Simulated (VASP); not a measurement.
A run of VASP 6.6.1:

File INCAR:

```
PREC = Accurate ; ENCUT = 520
EDIFF = 1E-6 ; ISMEAR = -1
SIGMA = 0.05 ; LREAL = F
LASPH = T ; NELM = 150
ALGO = Normal ; ISIF = 2
LWAVE = F ; LCHARG = F
ISPIN = 2 ; MAGMOM = 0 1.5
LORBIT = 11 ; LMAXMIX = 4
GGA = PS ; NBANDS = 18
```

File KPOINTS:

```
Automatic mesh
0
Gamma
  13 13 13
```

The input POSCAR:

```
AlNi
1.0
    2.8226878784      0.0000000000      0.0000000000
    0.0000000000      2.8226878784      0.0000000000
    0.0000000000      0.0000000000      2.8226878784
Al Ni
1 1
Direct
    0.0000000000      0.0000000000      0.0000000000
    0.5000000000      0.5000000000      0.5000000000
```

Potentials or basis: VASP PAW PBE potentials, release 64 (Al, Ni).

The run is started by

```console
$ cat potpaw_PBE.64/Al/POTCAR potpaw_PBE.64/Ni/POTCAR > POTCAR
$ mpirun -np 1 vasp_std > vasp.out
```

Hardware: 1 thread of Intel(R) Xeon(R) Platinum 8488C (Sapphire Rapids), with other jobs on the host.

Q: Estimate the wall time of this run.

A: Run time: 34 s on 1 thread of Intel(R) Xeon(R) Platinum 8488C (Sapphire Rapids) (shared host), peak memory 0.18 GiB. Counts: scf iterations 14, k points 84.
